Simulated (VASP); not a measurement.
Input of a VASP 6.6.1 run:

The input INCAR:

```
ALGO     = Normal         # electronic algorithm
EDIFF    = 1E-6           # SCF threshold, eV
ENCUT    = 820            # plane-wave cutoff, eV
GGA      = PS             # functional
GGA_COMPAT= F            
ISIF     = 2              # what is computed and relaxed
ISMEAR   = -1             # smearing method
LASPH    = T              # aspherical terms in the spheres
LCHARG   = F              # write CHGCAR
LREAL    = F              # projectors in reciprocal space
LWAVE    = F              # write WAVECAR
NBANDS   = 20             # bands
NELM     = 120            # most SCF steps
PREC     = Accurate       # precision mode
SIGMA    = 0.05           # smearing width, eV
```

Contents of KPOINTS:

```
k-points
0
Gamma
  11 11 11
```

The input POSCAR:

```
CuO
1.0
    0.0000000000      2.1444126677      2.1444126677
    2.1444126677      0.0000000000      2.1444126677
    2.1444126677      2.1444126677      0.0000000000
Cu O
1 1
Direct
    0.0294977200      0.0281008700      0.9080259900
    0.4705022800      0.4718991300      0.5919740100
```

Potentials or basis: VASP PAW PBE potentials, release 64 (Cu_sv_GW, O).

Command:

```sh
$ cat potpaw_PBE.64/Cu_sv_GW/POTCAR potpaw_PBE.64/O/POTCAR > POTCAR
$ mpirun -np 1 vasp_std > vasp.out
```

Predict the pressure.

0.9 GPa.

Predict the largest force.

0.530 eV/Å.

Predict the band gap on the k mesh.

zero (an odd number of electrons rules out a gap without spin polarisation).

Forces in eV/Å, atoms in the order of the input:
```
Cu   0.370  0.326 -0.196
O   -0.370 -0.326  0.196
```

Caveat: the PAW data sets were made with another functional, which shifts forces and pressure a little; an odd number of electrons without spin polarisation forces a metal; a magnetic or distorted state may lie lower; semilocal functionals often make such compounds metallic where correlation or magnetic order opens a gap, which also shifts bond lengths. With open d or f shells a metallic result of PBEsol can be an artefact of self-interaction; +U or a hybrid may open a gap.
